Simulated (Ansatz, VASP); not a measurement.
# Ge: VASP beside Ansatz

Contents of POSCAR:

```
Ge
1.0
    4.1155181624      0.0000000000      0.0000000000
   -2.0577590812      3.5641432784      0.0000000000
    0.0000000000      0.0000000000      6.6027109586
Ge
4
Direct
    0.6666666667      0.3333333333      0.0629814339
    0.3333333333      0.6666666667      0.5629814339
    0.6666666667      0.3333333333      0.4370185661
    0.3333333333      0.6666666667      0.9370185661
```

Contents of INCAR.step1:

```
SYSTEM = Ge
PREC     = Accurate       ! precision mode
ENCUT    = 520            ! plane-wave cutoff, eV
ISMEAR   = 0              ! smearing method
SIGMA    = 0.03           ! smearing width, eV
LREAL    = .FALSE.        ! projectors in reciprocal space
LASPH    = .TRUE.         ! aspherical terms in the spheres
NELM     = 60             ! most SCF steps
NBANDS   = 36             ! bands
GGA      = PE             ! functional
ALGO     = Normal         ! electronic algorithm
EDIFF    = 1E-4           ! SCF threshold, eV
LWAVE    = .TRUE.         ! write WAVECAR
LCHARG   = .FALSE.        ! write CHGCAR
```

File INCAR.step2:

```
SYSTEM = Ge
PREC     = Accurate       ! precision mode
ENCUT    = 520            ! plane-wave cutoff, eV
EDIFF    = 1E-6           ! SCF threshold, eV
ISMEAR   = 0              ! smearing method
SIGMA    = 0.03           ! smearing width, eV
LREAL    = .FALSE.        ! projectors in reciprocal space
LASPH    = .TRUE.         ! aspherical terms in the spheres
NELM     = 60             ! most SCF steps
ALGO     = Normal         ! electronic algorithm
ISIF     = 2              ! what is computed and relaxed
LWAVE    = .FALSE.        ! write WAVECAR
LCHARG   = .FALSE.        ! write CHGCAR
METAGGA  = R2SCAN         ! meta-GGA
LMIXTAU  = .TRUE.       
NBANDS   = 36             ! bands
ISTART   = 1
```

KPOINTS

```
Automatic mesh
0
G
  12 12 6
  0 0 0
```

Input for Ansatz:

```yaml
crystal:
  lattice:
    - [4.1155181624, 0.0, 0.0]
    - [-2.0577590812, 3.5641432784, 0.0]
    - [0.0, 0.0, 6.6027109586]
  atoms:
    - { symbol: Ge, position: [0.6666666667, 0.3333333333, 0.0629814339] }
    - { symbol: Ge, position: [0.3333333333, 0.6666666667, 0.5629814339] }
    - { symbol: Ge, position: [0.6666666667, 0.3333333333, 0.4370185661] }
    - { symbol: Ge, position: [0.3333333333, 0.6666666667, 0.9370185661] }
basis:
  ecutwfc: 500
kpoints:
  mp_grid: { grid: [12, 12, 6] }
hamiltonian:
  xc: r2scan
scf:
  occupations: { method: gaussian, width: 0.03 }
output:
  forces: true
  stress: true
  eigenvalues: true
  write_density: true
  write_potential: true
  elf: true
  volumetric_format: npy
```

Change from the starting cell: strain +0.030 along x and y, +0.000 along z, atoms carried along.

Alike in both runs: task single point; functional r2SCAN; k mesh 12 × 12 × 6; occupations gaussian, width 0.03 eV; no spin polarisation.

|  | VASP | Ansatz |
| --- | --- | --- |
| version | VASP 6.6.1 | Ansatz 0.2.0 |
| potentials or method | VASP PAW PBE potentials, release 64 (Ge_d), cutoff 520 eV | scalar-relativistic, plane waves, PAW |
| valence electrons in the cell | 56 | 56 |

|  | VASP | Ansatz | Ansatz less VASP |
| --- | --- | --- | --- |
| gap on the k mesh at the Fermi level (eV) | none | none | - |
| pressure (GPa) | -3.5 | -3.5 | -0.05 |
| traceless stress, the component that is largest in VASP (GPa) | 3.15 | 3.12 | -0.023 |
| rms of the force components (eV/Å) | 0.140 | 0.141 | +0.0007 |

VASP's potentials were made for PBE, not for r2SCAN. Atom by atom the forces differ by 0.001 eV/Å (rms over components). A gap of «none» marks a metal or a gap that the smearing closes. With one functional, cell and mesh, what is left measures potentials, basis and numerics.
